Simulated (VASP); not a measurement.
# Nb5Pd3 (R-3m) in VASP: relaxation of volume and atoms at fixed shape with LDA

Aim: the relaxation of volume and atoms at fixed shape of Nb5Pd3 with LDA.

All numbers are computed with VASP 6.6.1; they aren't measurements. Logs are shortened: lines on timing, memory, paths and dates and some standing lists are left out, and cuts for length are marked.

### Step 1. The cell of the first run

Symmetry: R-3m, No. 166, trigonal system. The conventional cell has a = 5.766 Å, b = 5.766 Å, c = 14.125 Å, α = 90.00°, β = 90.00°, γ = 120.00°. Within 3.8 Å of Nb (site symmetry 2/m) lie 8 Nb at 2.88 Å and 4 Pd at 2.88 Å. Within 3.8 Å of Nb (site symmetry -3m) lie 6 Nb at 2.88 Å and 6 Pd at 2.88 Å. Nb (site symmetry -3m) has 6 Nb at 2.88 Å and 6 Pd at 2.88 Å within 3.8 Å. Within 3.8 Å of Pd (site symmetry 2/m) lie 8 Nb at 2.88 Å and 4 Pd at 2.88 Å.

### Step 2. Relaxation of volume and atoms at fixed shape, LDA

File INCAR:

```
ALGO = Normal
EDIFF = 1E-7
EDIFFG = -0.03
ENCUT = 500
GGA_COMPAT = F
IBRION = 2
ISIF = 8
ISMEAR = 1
LASPH = T
LCHARG = F
LREAL = F
LWAVE = F
NELM = 120
NELMIN = 4
NSW = 80
PREC = Accurate
SIGMA = 0.05
```

File KPOINTS:

```
k-points
0
Gamma
  5 5 5
```

File POSCAR:

```
Nb5Pd3
1.0
    0.0000000000      4.0775000000      4.0775000000
    4.0775000000      0.0000000000      4.0775000000
    4.0775000000      4.0775000000      0.0000000000
Nb Pd
5 3
Direct
    0.0000000000      0.0000000000      0.0000000000
    0.0000000000      0.5000000000      0.0000000000
    0.5000000000      0.0000000000      0.0000000000
    0.5000000000      0.0000000000      0.5000000000
    0.5000000000      0.5000000000      0.0000000000
    0.0000000000      0.0000000000      0.5000000000
    0.0000000000      0.5000000000      0.5000000000
    0.5000000000      0.5000000000      0.5000000000
```

Potentials or basis: VASP PAW LDA potentials, release 64 (Nb_sv, Pd).

Command:

```sh
$ cat potpaw_LDA.64/Nb_sv/POTCAR potpaw_LDA.64/Pd/POTCAR > POTCAR
$ mpirun -np 1 vasp_std > vasp.out
```

OUTCAR:

```text
EDIFF = 1E-7
   EDIFFG = -0.03
   ENCUT = 500
   IBRION = 2
   ISIF = 8
   ISMEAR = 1
   LASPH = T
   LREAL = F
   NELM = 120
   NELMIN = 4
   NSW = 80
   PREC = Accurate

 ion  position               nearest neighbor table
   1  0.000  0.000  0.000-   2 2.88   3 2.88   6 2.88   4 2.88   6 2.88   7 2.88   2 2.88   5 2.88
                             7 2.88   3 2.88   4 2.88   5 2.88
   2  0.000  0.500  0.000-   1 2.88   5 2.88   7 2.88   6 2.88   7 2.88   8 2.88   1 2.88   3 2.88
                             6 2.88   3 2.88   5 2.88   8 2.88
   3  0.500  0.000  0.000-   1 2.88   4 2.88   5 2.88   4 2.88   6 2.88   8 2.88   2 2.88   5 2.88
                             8 2.88   1 2.88   2 2.88   6 2.88
   4  0.500  0.000  0.500-   3 2.88   6 2.88   8 2.88   1 2.88   3 2.88   5 2.88   5 2.88   7 2.88
                             8 2.88   1 2.88   6 2.88   7 2.88
   5  0.500  0.500  0.000-   2 2.88   3 2.88   8 2.88   4 2.88   7 2.88   8 2.88   1 2.88   3 2.88
                             4 2.88   1 2.88   2 2.88   7 2.88
   6  0.000  0.000  0.500-   1 2.88   4 2.88   7 2.88   1 2.88   2 2.88   3 2.88   2 2.88   7 2.88
                             8 2.88   3 2.88   4 2.88   8 2.88
   7  0.000  0.500  0.500-   2 2.88   6 2.88   8 2.88   1 2.88   2 2.88   5 2.88   1 2.88   4 2.88
                             6 2.88   4 2.88   5 2.88   8 2.88
   8  0.500  0.500  0.500-   4 2.88   5 2.88   7 2.88   2 2.88   3 2.88   5 2.88   3 2.88   4 2.88
                             6 2.88   2 2.88   6 2.88   7 2.88

  LATTYP: Found a face centered cubic cell.
 ALAT       =     8.1550000000

  Lattice vectors:

 A1 = (   0.0000000000,   4.0775000000,   4.0775000000)
 A2 = (   4.0775000000,   0.0000000000,   4.0775000000)
 A3 = (   4.0775000000,   4.0775000000,   0.0000000000)

Analysis of symmetry for initial positions (statically):
=====================================================================
 Subroutine PRICEL returns:
 Original cell was already a primitive cell.

 Routine SETGRP: Setting up the symmetry group for a
 face centered cubic supercell.

 Subroutine GETGRP returns: Found 12 space group operations
 (whereof  4 operations were pure point group operations)
 out of a pool of 48 trial point group operations.

The static configuration has the point symmetry C_2h.
 The point group associated with its full space group is D_3d.

Analysis of symmetry for dynamics (positions and initial velocities):
=====================================================================
 Subroutine PRICEL returns:
 Original cell was already a primitive cell.

 Routine SETGRP: Setting up the symmetry group for a
 face centered cubic supercell.

 Subroutine GETGRP returns: Found 12 space group operations
 (whereof  4 operations were pure point group operations)
 out of a pool of 48 trial point group operations.

The dynamic configuration has the point symmetry C_2h.
 The point group associated with its full space group is D_3d.

 Subroutine INISYM returns: Found 12 space group operations
 (whereof  4 operations are pure point group operations),
 and found     1 'primitive' translations

----------------------------------------------------------------------------------------

                                     Primitive cell

  volume of cell :     135.5851

  direct lattice vectors                    reciprocal lattice vectors
     0.000000000  4.077500000  4.077500000    -0.122624157  0.122624157  0.122624157
     4.077500000  0.000000000  4.077500000     0.122624157 -0.122624157  0.122624157
     4.077500000  4.077500000  0.000000000     0.122624157  0.122624157 -0.122624157

  length of vectors
     5.766455801  5.766455801  5.766455801     0.212391270  0.212391270  0.212391270

  position of ions in fractional coordinates (direct lattice)
     0.000000000  0.000000000  0.000000000
     0.000000000  0.500000000  0.000000000
     0.500000000  0.000000000  0.000000000
     0.500000000  0.000000000  0.500000000
     0.500000000  0.500000000  0.000000000
     0.000000000  0.000000000  0.500000000
     0.000000000  0.500000000  0.500000000
     0.500000000  0.500000000  0.500000000

  ion indices of the primitive-cell ions
   primitive index   ion index
                 1           1
                 2           2
                 3           3
                 4           4
                 5           5
                 6           6
                 7           7
                 8           8

----------------------------------------------------------------------------------------

 KPOINTS: k-points

Automatic generation of k-mesh.
 Grid dimensions read from file:
 generate k-points for:    5    5    5

 Generating k-lattice:

  Cartesian coordinates                     Fractional coordinates (reciprocal lattice)
    -0.024524831  0.024524831  0.024524831     0.200000000  0.000000000  0.000000000
     0.024524831 -0.024524831  0.024524831     0.000000000  0.200000000  0.000000000
     0.024524831  0.024524831 -0.024524831     0.000000000  0.000000000  0.200000000

  Length of vectors
     0.042478254  0.042478254  0.042478254

  Shift w.r.t. Gamma in fractional coordinates (k-lattice)
     0.000000000  0.000000000  0.000000000

 Subroutine IBZKPT returns following result:
 ===========================================

 Found     19 irreducible k-points:

 Following reciprocal coordinates:
            Coordinates               Weight
  0.000000  0.000000  0.000000      1.000000
  0.200000  0.000000  0.000000      6.000000
  0.000000  0.000000  0.200000      2.000000
  0.400000  0.000000  0.000000      6.000000
  0.000000  0.000000  0.400000      2.000000
  0.200000  0.200000  0.000000      6.000000
[... 11 lines left out ...]
 -0.400000  0.400000  0.200000     12.000000
  0.400000  0.200000 -0.400000     12.000000
   k-points           NKPTS =     19   k-points in BZ     NKDIM =     19   number of bands    NBANDS=     57
   number of dos      NEDOS =    301   number of ions     NIONS =      8
   total plane-waves  NPLWV =  74088
   dimension x,y,z NGX =    42 NGY =   42 NGZ =   42
   dimension x,y,z NGXF=    84 NGYF=   84 NGZF=   84
   ions per type =               5   3
   NGX,Y,Z   is equivalent  to a cutoff of  12.11, 12.11, 12.11 a.u.
   NGXF,Y,Z  is equivalent  to a cutoff of  24.22, 24.22, 24.22 a.u.
 SYSTEM =  unknown system
   PREC   = accura    normal or accurate (medium, high low for compatibility)
   ISTART =      0    job   : 0-new  1-cont  2-samecut
   ICHARG =      2    charge: 1-file 2-atom 10-const
   ISPIN  =      1    spin polarized calculation?
   LNONCOLLINEAR =      F non collinear calculations
   LSORBIT =      F    spin-orbit coupling
   LASPH  =      T    aspherical Exc in radial PAW
   ENCUT  =  500.0 eV  36.75 Ry    6.06 a.u.  10.51 10.51 10.51*2*pi/ulx,y,z
   NELM   =    120;   NELMIN=  4; NELMDL= -5     # of ELM steps
   EDIFF  = 0.1E-06   stopping-criterion for ELM
   LREAL  =      F    real-space projection
   EDIFFG = -.3E-01   stopping-criterion for IOM
   NSW    =     80    number of steps for IOM
   IBRION =      2    ionic relax: 0-MD 1-quasi-New 2-CG
   NFREE  =      1    steps in history (QN), initial steepest desc. (CG)
   ISIF   =      8    stress and relaxation
   ISYM   =      2    0-nonsym 1-usesym 2-fastsym
   POTIM  = 0.5000    time-step for ionic-motion
   TEBEG  =    0.0;   TEEND  =   0.0 temperature during run
   PSTRESS=    0.0 pullay stress
   NELECT =      95.0000    total number of electrons
   NUPDOWN=      -1.0000    fix difference up-down
   EMIN   =  10.00;   EMAX   =-10.00  energy-range for DOS
   EFERMI =   0.00;   METHOD = LEGACY
   ISMEAR =     1;   SIGMA  =   0.05  broadening in eV -4-tet -1-fermi 0-gaus
   EFERMI_NEDOS =   21; number of points for ismear=-14 and -15
   IALGO  =     38    algorithm
   IMIX   =      4    mixing-type and parameters
     AMIX     =   0.40;   BMIX     =  1.00
     AMIX_MAG =   1.60;   BMIX_MAG =  1.00
  volume/ion in A,a.u.               =      16.95       114.37
  Fermi-wavevector in a.u.,A,eV,Ry     =   1.454048  2.747752 28.766192  2.114255
  Thomas-Fermi vector in A             =   2.571244
   LORBIT       =      0    0 simple, 1 ext, 2 COOP (PROOUT), +10 PAW based schemes
   GGA     = CA    functional components
   LHFCALC =     F    Hartree Fock is set to
   AEXX    =    0.0000 exact exchange contribution
   IVDW    =     0    specifies the selected vdW correction
   LEPSILON=     F    determine dielectric tensor
   LRPA    =     F    only Hartree local field effects (RPA)
 conjugate gradient relaxation of ions
 non-spin polarized calculation
 Methfessel and Paxton  Order N= 1 SIGMA  =   0.05
  energy-cutoff  :      500.00
  volume of cell :      135.59
 maximum number of plane-waves:      3479
 NGX is ok and might be reduce to    42
   NGX = 21   NGY = 21   NGZ = 21

--------------------------------------- Ionic step        1  -------------------------------------------

 number of electron      95.0000009 magnetization

 Free energy of the ion-electron system (eV)
  ---------------------------------------------------
  ext. energy  EPLUGINS =         0.00000000
  ---------------------------------------------------
  free energy    TOTEN  =       -76.10427592 eV

  energy without entropy =      -76.10067513  energy(sigma->0) =      -76.10307566

------------------------ aborting loop because EDIFF is reached ----------------------------------------

  FORCE on cell =-STRESS in cart. coord.  units (eV):
  Direction    XX          YY          ZZ          XY          YZ          ZX
  --------------------------------------------------------------------------------------
  -------------------------------------------------------------------------------------
  Total       -9.2366684     -9.2366684     -9.2366684      1.1707498     -1.1707498     -1.1707498
  in kB     -109.1475594   -109.1475594   -109.1475594     13.8344778    -13.8344778    -13.8344778
  external PRESSURE =    -109.1475594 kB  Pullay stress =       0.0000000 kB

 VOLUME and BASIS-vectors are now :
 -----------------------------------------------------------------------------
  energy-cutoff  :      500.00
  volume of cell :      135.59
      direct lattice vectors                 reciprocal lattice vectors
     0.000000000  4.077500000  4.077500000    -0.122624157  0.122624157  0.122624157
     4.077500000  0.000000000  4.077500000     0.122624157 -0.122624157  0.122624157
     4.077500000  4.077500000  0.000000000     0.122624157  0.122624157 -0.122624157
[... 85 lines left out ...]
 POSITION                                       TOTAL-FORCE (eV/Angst)
 -----------------------------------------------------------------------------------
      0.00000      0.00000      0.00000        -0.000000     -0.000000     -0.000000
      1.99985      0.00000      1.99985        -0.000000      0.000000      0.000000
      0.00000      1.99985      1.99985        -0.000000     -0.000000      0.000000
      1.99985      3.99970      1.99985        -0.000000     -0.000000      0.000000
      1.99985      1.99985      3.99970         0.000000     -0.000000     -0.000000
      1.99985      1.99985      0.00000        -0.000000     -0.000000      0.000000
      3.99970      1.99985      1.99985         0.000000      0.000000      0.000000
      3.99970      3.99970      3.99970        -0.000000     -0.000000      0.000000
 -----------------------------------------------------------------------------------
    total drift:                               -0.000000     -0.000000      0.000000

  FREE ENERGIE OF THE ION-ELECTRON SYSTEM (eV)
  ---------------------------------------------------
  free  energy   TOTEN  =       -76.3877531270 eV

  energy  without entropy=      -76.3864560623  energy(sigma->0) =      -76.38732077

--------------------------------------- Ionic step        4  -------------------------------------------

 number of electron      95.0000010 magnetization

 Free energy of the ion-electron system (eV)
  ---------------------------------------------------
  ext. energy  EPLUGINS =         0.00000000
  ---------------------------------------------------
  free energy    TOTEN  =       -76.38814461 eV

  energy without entropy =      -76.38692153  energy(sigma->0) =      -76.38773691

 E-fermi :  11.8136     XC(G=0): -13.2531

 val. band max:       11.8124068602   @ k =  -0.4000   0.2000   0.0000
 cond. band min:      11.8206632754   @ k =  -0.4000   0.4000   0.2000
 fundamental gap:      0.0082564152
 Fermi energy:        11.8136211577

 k-point     1 :       0.0000    0.0000    0.0000
  band No.  band energies     occupation
      1     -42.6729      2.00000
      2     -42.5793      2.00000
      3     -42.3281      2.00000
      4     -42.2310      2.00000
      5     -42.2310      2.00000
      6     -19.6908      2.00000
[... 1151 lines left out ...]
 POSITION                                       TOTAL-FORCE (eV/Angst)
 -----------------------------------------------------------------------------------
      3.99713      3.99713      7.99426         0.000000     -0.000000     -0.000000
      1.99857      3.99713      5.99570         0.000000     -0.000000      0.000000
      3.99713      1.99857      5.99570         0.000000     -0.000000      0.000000
      5.99570      3.99713      5.99570         0.000000     -0.000000     -0.000000
      5.99570      5.99570      3.99713         0.000000     -0.000000     -0.000000
      5.99570      5.99570      7.99426        -0.000000     -0.000000     -0.000000
      3.99713      5.99570      5.99570         0.000000      0.000000     -0.000000
      3.99713      3.99713      3.99713        -0.000000      0.000000     -0.000000
 -----------------------------------------------------------------------------------
    total drift:                               -0.000000     -0.000000      0.000000

  FREE ENERGIE OF THE ION-ELECTRON SYSTEM (eV)
  ---------------------------------------------------
  free  energy   TOTEN  =       -76.3881446051 eV

  energy  without entropy=      -76.3869215268  energy(sigma->0) =      -76.38773691

 reached required accuracy - stopping structural energy minimisation
```

Wall time 6.3 min (1 thread of Intel Xeon 6975P-C (Granite Rapids), shared host); peak memory 0.28 GiB.

What came out:

* Free energy: -76.3881 eV
* Relaxed volume: 15.97 Å³/atom
* Relaxed cell: a = 5.653 Å, b = 5.653 Å, c = 5.653 Å, α = 60.00°, β = 60.00°, γ = 60.00°
* Space group after relaxing (to 0.1 Å): R-3m (No. 166)
* Energy gained by relaxing: 35.5 meV/atom
* Ionic steps: 4
* Pressure after relaxing: -0.1 GPa
* Band gap on the k mesh: zero (an odd number of electrons rules out a gap without spin polarisation)

The path:
```
step  energy change (eV)  largest force (eV/Å)  pressure (GPa)  volume (Å³)
   1              0.0000                0.0000          -10.91       135.59
   2              0.8480                0.0000           29.60       114.17
   3             -0.2835                0.0000           -0.46       127.97
   4             -0.2839                0.0000           -0.06       127.72
```

Final structure:
```
Nb Pd
1.0
     0.00000    3.99713    3.99713
     3.99713    0.00000    3.99713
     3.99713    3.99713    0.00000
Nb Pd
5 3
Cartesian
  3.9971 3.9971 7.9943
  1.9986 3.9971 5.9957
  3.9971 1.9986 5.9957
  5.9957 3.9971 5.9957
  5.9957 5.9957 3.9971
  5.9957 5.9957 7.9943
  3.9971 5.9957 5.9957
  3.9971 3.9971 3.9971
```
